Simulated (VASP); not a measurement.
Crystal: ZnRe.

```xyz
2
Lattice="2.7482 0.0000 0.0000 -1.3741 2.3800 0.0000 0.0000 0.0000 4.4941" Properties=species:S:1:pos:R:3 pbc="T T T"
Zn    0.0000    0.0000    0.0000
Re    0.0000    1.5867    2.2470
```

Base run:

| Property | Result |
| --- | --- |
| Program | VASP 6.6.1 |
| Functional | PBEsol |
| Potentials or basis | VASP PAW PBE potentials, release 64 (Zn, Re) |
| Cutoff | 520 eV |
| k mesh | 16 × 16 × 9 |
| Occupations | fermi-dirac, width 0.08 eV |
| Spin | collinear spin |
| Starting moments | [0.0, 1.5] μB |

Its results: pressure -9.1 GPa.

Problem. The run is repeated on the same cell with these changes: potentials or basis from VASP PAW PBE potentials, release 64 (Zn, Re) to VASP PAW PBE potentials, release 64 (Zn, Re_sv_GW); cutoff from 520 eV to 500 eV; spin from collinear spin to no spin polarisation; valence electrons from 19 to 27. What comes out?

Solution. Pressure -10.1 GPa.

Caveats: the cell stands under tension; the PAW data sets were made with another functional, which shifts forces and pressure a little.
